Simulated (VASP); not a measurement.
# ZrC (I4/mmm) in VASP: notebook

The runs below take ZrC through single point, with PBE.

Everything below comes from runs of VASP 6.6.1. Logs are shortened: lines on timing, memory, paths and dates and some standing lists are left out, and cuts for length are marked.

## (1) The cell of the first run

It takes space group I4/mmm (No. 139, tetragonal). Conventional cell: a = 3.324 Å, b = 3.324 Å, c = 4.606 Å, α = 90.00°, β = 90.00°, γ = 90.00°. Zr (site symmetry 4/mmm) has 6 C at 2.30 to 2.35 Å within 3.0 Å. Within 3.0 Å of C (site symmetry 4/mmm) lie 6 Zr at 2.30 to 2.35 Å.

## (2) Single point, PBE (zz strain of -2 %)

File INCAR:

```
SYSTEM = ZrC
  PREC = Accurate
  ENCUT = 520
  EDIFF = 1E-6
  ISMEAR = -1
  SIGMA = 0.05
  LREAL = .FALSE.
  LASPH = .TRUE.
  NELM = 80
  ALGO = Normal
  ISIF = 2
  LWAVE = .FALSE.
  LCHARG = .TRUE.
  GGA = PE
  LELF = .TRUE.
  LVHAR = .TRUE.
  NBANDS = 15
```

File KPOINTS:

```
Automatic mesh
0
G
  15 15 15
  0 0 0
```

File POSCAR:

```
ZrC
1.0
    0.0000000000      2.3502100000      2.3032058000
    2.3502100000      0.0000000000      2.3032058000
    2.3502100000      2.3502100000      0.0000000000
Zr C
1 1
Direct
    0.5000000000      0.5000000000      0.5000000000
    0.0000000000      0.0000000000      0.0000000000
```

Potentials or basis: VASP PAW PBE potentials, release 64 (Zr_sv, C).

Run with:

```sh
$ cat potpaw_PBE.64/Zr_sv/POTCAR potpaw_PBE.64/C/POTCAR > POTCAR
$ mpirun -np 1 vasp_std > vasp.out
```

OUTCAR:

```text
SYSTEM = ZrC
   PREC = Accurate
   ENCUT = 520
   EDIFF = 1E-6
   ISMEAR = -1
   LREAL = .FALSE.
   LASPH = .TRUE.
   NELM = 80
   ISIF = 2
   GGA = PE

 ion  position               nearest neighbor table
   1  0.500  0.500  0.500-   2 2.30   2 2.30   2 2.35   2 2.35   2 2.35   2 2.35
   2  0.000  0.000  0.000-   1 2.30   1 2.30   1 2.35   1 2.35   1 2.35   1 2.35

  LATTYP: Found a body centered tetragonal cell.
 ALAT       =     3.3236988564
 C/A-ratio  =     1.3859292911

  Lattice vectors:

 A1 = (   0.0000000000,  -2.3502100000,  -2.3032058000)
 A2 = (   0.0000000000,   2.3502100000,  -2.3032058000)
 A3 = (   2.3502100000,   0.0000000000,   2.3032058000)

Analysis of symmetry for initial positions (statically):
=====================================================================
 Subroutine PRICEL returns:
 Original cell was already a primitive cell.

 Routine SETGRP: Setting up the symmetry group for a
 body centered tetragonal supercell.

 Subroutine GETGRP returns: Found 16 space group operations
 (whereof 16 operations were pure point group operations)
 out of a pool of 16 trial point group operations.

The static configuration has the point symmetry D_4h.

Analysis of symmetry for dynamics (positions and initial velocities):
=====================================================================
 Subroutine PRICEL returns:
 Original cell was already a primitive cell.

 Routine SETGRP: Setting up the symmetry group for a
 body centered tetragonal supercell.

 Subroutine GETGRP returns: Found 16 space group operations
 (whereof 16 operations were pure point group operations)
 out of a pool of 16 trial point group operations.

The dynamic configuration has the point symmetry D_4h.

 Subroutine INISYM returns: Found 16 space group operations
 (whereof 16 operations are pure point group operations),
 and found     1 'primitive' translations

----------------------------------------------------------------------------------------

                                     Primitive cell

  volume of cell :      25.4435

  direct lattice vectors                    reciprocal lattice vectors
     0.000000000  2.350210000  2.303205800    -0.212746946  0.212746946  0.217088720
     2.350210000  0.000000000  2.303205800     0.212746946 -0.212746946  0.217088720
     2.350210000  2.350210000  0.000000000     0.212746946  0.212746946 -0.217088720

  length of vectors
     3.290629727  3.290629727  3.323698856     0.371012181  0.371012181  0.371012181

  position of ions in fractional coordinates (direct lattice)
     0.500000000  0.500000000  0.500000000
     0.000000000  0.000000000  0.000000000

  ion indices of the primitive-cell ions
   primitive index   ion index
                 1           1
                 2           2

----------------------------------------------------------------------------------------

 KPOINTS: Automatic mesh

Automatic generation of k-mesh.
 Grid dimensions read from file:
 generate k-points for:   15   15   15

 Generating k-lattice:

  Cartesian coordinates                     Fractional coordinates (reciprocal lattice)
    -0.014183130  0.014183130  0.014472581     0.066666667 -0.000000000  0.000000000
     0.014183130 -0.014183130  0.014472581    -0.000000000  0.066666667  0.000000000
     0.014183130  0.014183130 -0.014472581     0.000000000  0.000000000  0.066666667

  Length of vectors
     0.024734145  0.024734145  0.024734145

  Shift w.r.t. Gamma in fractional coordinates (k-lattice)
     0.000000000  0.000000000  0.000000000

 Subroutine IBZKPT returns following result:
 ===========================================

 Found    288 irreducible k-points:

 Following reciprocal coordinates:
            Coordinates               Weight
  0.000000  0.000000  0.000000      1.000000
  0.066667 -0.000000  0.000000      8.000000
  0.133333 -0.000000  0.000000      8.000000
  0.200000 -0.000000  0.000000      8.000000
  0.266667 -0.000000  0.000000      8.000000
  0.333333 -0.000000  0.000000      8.000000
[... 16 lines left out ...]
  0.133333  0.133333  0.000000      2.000000
  0.200000  0.133333  0.000000      8.000000
 [... further k-points ...]
   k-points           NKPTS =    288   k-points in BZ     NKDIM =    288   number of bands    NBANDS=     15
   number of dos      NEDOS =    301   number of ions     NIONS =      2
   total plane-waves  NPLWV =  16128
   dimension x,y,z NGX =    24 NGY =   24 NGZ =   28
   dimension x,y,z NGXF=    48 NGYF=   48 NGZF=   56
   ions per type =               1   1
   NGX,Y,Z   is equivalent  to a cutoff of  12.13, 12.13, 14.01 a.u.
   NGXF,Y,Z  is equivalent  to a cutoff of  24.25, 24.25, 28.01 a.u.
 SYSTEM =  ZrC
   PREC   = accura    normal or accurate (medium, high low for compatibility)
   ISTART =      0    job   : 0-new  1-cont  2-samecut
   ICHARG =      2    charge: 1-file 2-atom 10-const
   ISPIN  =      1    spin polarized calculation?
   LNONCOLLINEAR =      F non collinear calculations
   LSORBIT =      F    spin-orbit coupling
   LASPH  =      T    aspherical Exc in radial PAW
   ENCUT  =  520.0 eV  38.22 Ry    6.18 a.u.   6.12  6.12  6.18*2*pi/ulx,y,z
   NELM   =     80;   NELMIN=  2; NELMDL= -5     # of ELM steps
   EDIFF  = 0.1E-05   stopping-criterion for ELM
   LREAL  =      F    real-space projection
   EDIFFG = 0.1E-04   stopping-criterion for IOM
   NSW    =      0    number of steps for IOM
   IBRION =     -1    ionic relax: 0-MD 1-quasi-New 2-CG
   NFREE  =      0    steps in history (QN), initial steepest desc. (CG)
   ISIF   =      2    stress and relaxation
   ISYM   =      2    0-nonsym 1-usesym 2-fastsym
   POTIM  = 0.5000    time-step for ionic-motion
   TEBEG  =    0.0;   TEEND  =   0.0 temperature during run
   PSTRESS=    0.0 pullay stress
   NELECT =      16.0000    total number of electrons
   NUPDOWN=      -1.0000    fix difference up-down
   EMIN   =  10.00;   EMAX   =-10.00  energy-range for DOS
   EFERMI =   0.00;   METHOD = LEGACY
   ISMEAR =    -1;   SIGMA  =   0.05  broadening in eV -4-tet -1-fermi 0-gaus
   EFERMI_NEDOS =   21; number of points for ismear=-14 and -15
   IALGO  =     38    algorithm
   IMIX   =      4    mixing-type and parameters
     AMIX     =   0.40;   BMIX     =  1.00
     AMIX_MAG =   1.60;   BMIX_MAG =  1.00
  volume/ion in A,a.u.               =      12.72        85.85
  Fermi-wavevector in a.u.,A,eV,Ry     =   1.402564  2.650462 26.765201  1.967187
  Thomas-Fermi vector in A             =   2.525313
   LORBIT       =      0    0 simple, 1 ext, 2 COOP (PROOUT), +10 PAW based schemes
   GGA     = PE    functional components
   LHFCALC =     F    Hartree Fock is set to
   AEXX    =    0.0000 exact exchange contribution
   IVDW    =     0    specifies the selected vdW correction
   LEPSILON=     F    determine dielectric tensor
   LRPA    =     F    only Hartree local field effects (RPA)
 non-spin polarized calculation
  energy-cutoff  :      520.00
  volume of cell :       25.44
 maximum number of plane-waves:       700
   NGX = 13   NGY = 13   NGZ = 13

 number of electron      16.0000000 magnetization

 Free energy of the ion-electron system (eV)
  ---------------------------------------------------
  ext. energy  EPLUGINS =         0.00000000
  ---------------------------------------------------
  free energy    TOTEN  =       -19.44084497 eV

  energy without entropy =      -19.43847787  energy(sigma->0) =      -19.43966142

 E-fermi :   9.8469     XC(G=0): -12.2327

 val. band max:        9.8321710767   @ k =   0.4667   0.4667   0.0000
 cond. band min:       9.8730011726   @ k =   0.3333   0.0000   0.2667
 fundamental gap:      0.0408300959
 Fermi energy:         9.8468690763

 k-point     1 :       0.0000    0.0000    0.0000
  band No.  band energies     occupation
      1     -38.1781      2.00000
      2     -15.8794      2.00000
      3     -15.8794      2.00000
      4     -15.8669      2.00000
      5      -1.5307      2.00000
      6      10.7490      0.00000
      7      10.7490      0.00000
      8      10.8635      0.00000
      9      10.8829      0.00000
     10      10.8829      0.00000
     11      11.0863      0.00000
     12      12.6013      0.00000
     13      12.8094      0.00000
     14      17.4219      0.00000
     15      20.3539      0.00000

 k-point     2 :       0.0667   -0.0000    0.0000
  band No.  band energies     occupation
      1     -38.1734      2.00000
      2     -15.9189      2.00000
      3     -15.8837      2.00000
      4     -15.8736      2.00000
      5      -1.4257      2.00000
      6       9.9661      0.16871
      7      10.1298      0.00695
      8      10.2373      0.00081
      9      11.1379      0.00000
     10      11.2302      0.00000
     11      11.5416      0.00000
     12      13.1824      0.00000
     13      13.3976      0.00000
     14      17.6410      0.00000
     15      20.6406      0.00000

 k-point     3 :       0.1333   -0.0000    0.0000
  band No.  band energies     occupation
      1     -38.1599      2.00000
      2     -16.0383      2.00000
      3     -15.8958      2.00000
      4     -15.8828      2.00000
      5      -1.1233      2.00000
      6       8.9332      2.00000
      7       9.2867      1.99997
      8       9.3856      1.99980
      9      11.4773      0.00000
     10      11.5504      0.00000
     11      11.9861      0.00000
     12      14.3242      0.00000
     13      14.5599      0.00000
     14      18.1994      0.00000
     15      21.4204      0.00000
[... 343 lines left out ...]
 k-point    23 :       0.1333    0.1333    0.0000
  band No.  band energies     occupation
      1     -38.1528      2.00000
      2     -16.0214      2.00000
      3     -15.9335      2.00000
      4     -15.9335      2.00000
      5      -0.9889      2.00000
      6       8.1756      2.00000
      7       9.6238      1.97716
      8       9.6238      1.97716
      9      10.3529      0.00008
     10      12.8275      0.00000
     11      12.8275      0.00000
     12      12.8541      0.00000
     13      15.0454      0.00000
     14      18.9907      0.00000
     15      21.8185      0.00000

 k-point    24 :       0.2000    0.1333    0.0000
  band No.  band energies     occupation
      1     -38.1375      2.00000
      2     -16.1371      2.00000
      3     -15.9600      2.00000
      4     -15.9444      2.00000
      5      -0.6773      2.00000
      6       7.4709      2.00000
      7       9.0660      2.00000
      8       9.2785      1.99998
      9      10.4274      0.00002
     10      12.8372      0.00000
     11      13.3234      0.00000
     12      13.8789      0.00000
     13      15.7457      0.00000
     14      19.7737      0.00000
     15      22.6320      0.00000

 [... further k-points ...]

------------------------ aborting loop because EDIFF is reached ----------------------------------------

  FORCE on cell =-STRESS in cart. coord.  units (eV):
  Direction    XX          YY          ZZ          XY          YZ          ZX
  --------------------------------------------------------------------------------------
  -------------------------------------------------------------------------------------
  Total        0.5785668      0.5785668      1.8913533      0.0000000      0.0000000      0.0000000
  in kB       36.4324183     36.4324183    119.0987396      0.0000000      0.0000000      0.0000000
  external PRESSURE =      63.9878587 kB  Pullay stress =       0.0000000 kB

 VOLUME and BASIS-vectors are now :
 -----------------------------------------------------------------------------
  energy-cutoff  :      520.00
  volume of cell :       25.44
      direct lattice vectors                 reciprocal lattice vectors
     0.000000000  2.350210000  2.303205800    -0.212746946  0.212746946  0.217088720
     2.350210000  0.000000000  2.303205800     0.212746946 -0.212746946  0.217088720
     2.350210000  2.350210000  0.000000000     0.212746946  0.212746946 -0.217088720

 POSITION                                       TOTAL-FORCE (eV/Angst)
 -----------------------------------------------------------------------------------
      2.35021      2.35021      2.30321         0.000000     -0.000000      0.000000
      0.00000      0.00000      0.00000        -0.000000      0.000000      0.000000
 -----------------------------------------------------------------------------------
    total drift:                                0.000000     -0.000000      0.000000

  FREE ENERGIE OF THE ION-ELECTRON SYSTEM (eV)
  ---------------------------------------------------
  free  energy   TOTEN  =       -19.4408449669 eV

  energy  without entropy=      -19.4384778683  energy(sigma->0) =      -19.43966142
```

It took 1.9 min on 1 thread of Intel Xeon 8259CL, shared host; peak memory 0.23 GiB.

What came out:

```yaml
Free_energy: -19.4408 eV
Pressure: 6.4 GPa
Band_gap_on_the_k_mesh: zero (bands 8 and 9 overlap by 1.51 eV)
```

Levels at points of the mesh, in eV from the Fermi level:
| k point | band 6 | band 7 | band 8 | band 9 | band 10 | band 11 |
| --- | --- | --- | --- | --- | --- | --- |
| (0.00, 0.00, 0.00) | 0.90 | 0.90 | 1.02 | 1.04 | 1.04 | 1.24 |

Caveat: the cell differs from its parent crystal (zz strain of -2 %); the cell stands under pressure.

## (3) Single point, PBE (equal xx and yy strain of -1 %)

File INCAR:

```
SYSTEM = ZrC
ALGO     = Normal         ! electronic algorithm
EDIFF    = 1E-6           ! SCF threshold, eV
ENCUT    = 520            ! plane-wave cutoff, eV
GGA      = PE             ! functional
ISIF     = 2              ! what is computed and relaxed
ISMEAR   = -1             ! smearing method
LASPH    = .True.         ! aspherical terms in the spheres
LCHARG   = .False.        ! write CHGCAR
LREAL    = .False.        ! projectors in reciprocal space
LWAVE    = .False.        ! write WAVECAR
NBANDS   = 15             ! bands
NELM     = 100            ! most SCF steps
PREC     = Accurate       ! precision mode
SIGMA    = 0.05           ! smearing width, eV
```

File KPOINTS:

```
k-points
0
Gamma
  15 15 15
  0 0 0
```

File POSCAR:

```
ZrC
1.0
    0.0000000000      2.3267079000      2.3502100000
    2.3267079000      0.0000000000      2.3502100000
    2.3267079000      2.3267079000      0.0000000000
Zr C
1 1
Direct
    0.5000000000      0.5000000000      0.5000000000
    0.0000000000      0.0000000000      0.0000000000
```

Potentials or basis: VASP PAW PBE potentials, release 64 (Zr_sv, C).

Run with:

```sh
$ cat potpaw_PBE.64/Zr_sv/POTCAR potpaw_PBE.64/C/POTCAR > POTCAR
$ mpirun -np 1 vasp_std > vasp.out
```

It took 2.3 min on 1 thread of Intel Xeon 8259CL, shared host; peak memory 0.24 GiB.

It converged, with:

```
Free energy            : -19.4476 eV
Pressure               : 6.2 GPa
Band gap on the k mesh : zero (bands 8 and 9 overlap by 1.33 eV)
```

Stress tensor (GPa, compression positive):
```
7.55 0.00 0.00
0.00 7.55 0.00
0.00 0.00 3.61
```

Levels at points of the mesh, in eV from the Fermi level:
```tsv
k point	band 6	band 7	band 8	band 9	band 10	band 11
(0.00, 0.00, 0.00)	0.91	0.96	0.96	1.04	1.14	1.14
```

Caveat: the cell differs from its parent crystal (equal xx and yy strain of -1 %); the cell stands under pressure.

## (4) Single point, PBE (zz strain of -1 %)

File INCAR:

```
PREC = Accurate
ENCUT = 520
EDIFF = 1E-6
ISMEAR = -1
SIGMA = 0.05
LREAL = F
LASPH = T
NELM = 100
ALGO = Normal
ISIF = 2
LWAVE = F
LCHARG = T
GGA = PE
LELF = T
LVHAR = T
NBANDS = 15
```

File KPOINTS:

```
regular mesh
0
Gamma
  15 15 15
```

File POSCAR:

```
ZrC
1.0
    0.0000000000      2.3502100000      2.3267079000
    2.3502100000      0.0000000000      2.3267079000
    2.3502100000      2.3502100000      0.0000000000
Zr C
1 1
Direct
    0.5000000000      0.5000000000      0.5000000000
    0.0000000000      0.0000000000      0.0000000000
```

Run with:

```sh
$ cat potpaw_PBE.64/Zr_sv/POTCAR potpaw_PBE.64/C/POTCAR > POTCAR
$ mpirun -np 1 vasp_std > vasp.out
```

Run time: 2.5 min. Hardware: 1 thread of Intel Xeon 8259CL, shared host; peak memory 0.25 GiB.

The run converged. Its results:

```yaml
Free_energy: -19.4557 eV
Pressure: 3.8 GPa
Band_gap_on_the_k_mesh: zero (bands 8 and 9 overlap by 1.40 eV)
```

Stress tensor (GPa, compression positive):
```
2.51 0.00 0.00
0.00 2.51 0.00
0.00 0.00 6.38
```

Levels at points of the mesh, in eV from the Fermi level:
| k point | band 5 | band 6 | band 7 | band 8 | band 9 | band 10 | band 11 | band 12 |
| --- | --- | --- | --- | --- | --- | --- | --- | --- |
| (0.00, 0.00, 0.00) | -11.34 | 0.93 | 0.93 | 0.98 | 1.07 | 1.07 | 1.17 | 2.79 |

Caveat: the cell differs from its parent crystal (zz strain of -1 %); the cell stands under pressure.

## (5) Single point, PBE (zz strain of +1 %)

File INCAR:

```
PREC = Accurate
ENCUT = 520
EDIFF = 1E-7
ISMEAR = -1
SIGMA = 0.05
LREAL = False
LASPH = True
NELM = 60
ALGO = Normal
ISIF = 2
LWAVE = False
LCHARG = False
GGA = PE
NBANDS = 15
```

File KPOINTS:

```
Automatic mesh
0
Gamma
  15 15 15
```

File POSCAR:

```
ZrC
1.0
    0.0000000000      2.3502100000      2.3737121000
    2.3502100000      0.0000000000      2.3737121000
    2.3502100000      2.3502100000      0.0000000000
Zr C
1 1
Direct
    0.5000000000      0.5000000000      0.5000000000
    0.0000000000      0.0000000000      0.0000000000
```

Run with:

```sh
$ cat potpaw_PBE.64/Zr_sv/POTCAR potpaw_PBE.64/C/POTCAR > POTCAR
$ mpirun -np 1 vasp_std > vasp.out
```

It took 2.7 min on 1 thread of Intel Xeon 8259CL, shared host; peak memory 0.25 GiB.

The run converged. Its results:

* Free energy: -19.4609 eV
* Pressure: -0.8 GPa
* Band gap on the k mesh: zero (bands 8 and 9 overlap by 1.32 eV)

Stress tensor (GPa, compression positive):
```
 0.38  0.00  0.00
 0.00  0.38  0.00
 0.00  0.00 -3.02
```

Levels at points of the mesh, in eV from the Fermi level:
```csv
k point,band 6,band 7,band 8,band 9,band 10,band 11
"(0.00, 0.00, 0.00)",0.91,0.96,0.96,1.04,1.13,1.13
```

Caveat: the cell differs from its parent crystal (zz strain of +1 %).

## (6) Single point, PBE (zz strain of +2 %)

File INCAR:

```
SYSTEM = ZrC
  PREC = Accurate
  ENCUT = 520
  EDIFF = 1E-7
  ISMEAR = -1
  SIGMA = 0.05
  LREAL = .False.
  LASPH = .True.
  NELM = 80
  ALGO = Normal
  ISIF = 2
  LWAVE = .False.
  LCHARG = .False.
  GGA = PE
  NBANDS = 15
```

File KPOINTS:

```
Automatic mesh
0
Gamma
  15 15 15
  0 0 0
```

File POSCAR:

```
ZrC
1.0
    0.0000000000      2.3502100000      2.3972142000
    2.3502100000      0.0000000000      2.3972142000
    2.3502100000      2.3502100000      0.0000000000
Zr C
1 1
Direct
    0.5000000000      0.5000000000      0.5000000000
    0.0000000000      0.0000000000      0.0000000000
```

Potentials or basis: VASP PAW PBE potentials, release 64 (Zr_sv, C).

Run with:

```sh
$ cat potpaw_PBE.64/Zr_sv/POTCAR potpaw_PBE.64/C/POTCAR > POTCAR
$ mpirun -np 1 vasp_std > vasp.out
```

Wall time 2.5 min (1 thread of Intel Xeon 8259CL, shared host); peak memory 0.25 GiB.

The run converged. Its results:

| Quantity | Value |
| --- | --- |
| Free energy | -19.4529 eV |
| Pressure | -2.7 GPa |
| Band gap on the k mesh | zero (bands 8 and 9 overlap by 1.35 eV) |

Stress tensor (GPa, compression positive):
```
-0.62  0.00  0.00
 0.00 -0.62  0.00
 0.00  0.00 -7.01
```

Levels at points of the mesh, in eV from the Fermi level:
```csv
k point,band 5,band 6,band 7,band 8,band 9,band 10,band 11,band 12
"(0.00, 0.00, 0.00)",-11.23,0.87,0.97,0.97,0.97,1.16,1.16,2.63
```

Caveat: the cell differs from its parent crystal (zz strain of +2 %).

## (7) The runs side by side

```csv
cell,gap on the mesh (eV),pressure (GPa)
"a = 3.291, b = 3.291, c = 3.324 Å, angles 59.7, 59.7, 60.7°, 2 atoms",none,6.4
"a = 3.307, b = 3.307, c = 3.290 Å, angles 60.2, 60.2, 59.7°, 2 atoms",none,6.2
"a = 3.307, b = 3.307, c = 3.324 Å, angles 59.8, 59.8, 60.3°, 2 atoms",none,3.8
"a = 3.340, b = 3.340, c = 3.324 Å, angles 60.2, 60.2, 59.7°, 2 atoms",none,-0.8
"a = 3.357, b = 3.357, c = 3.324 Å, angles 60.3, 60.3, 59.3°, 2 atoms",none,-2.7
```

Alike in all rows: task single point; level PBE; potentials or basis VASP PAW PBE potentials, release 64 (Zr_sv, C); no spin polarisation; k mesh 15 × 15 × 15; cutoff (eV) 520; smearing fermi-dirac 0.05 eV.

Caveats: the cell stands under pressure (at least some runs).

Absolute energies hang on the potentials; compare differences alone.
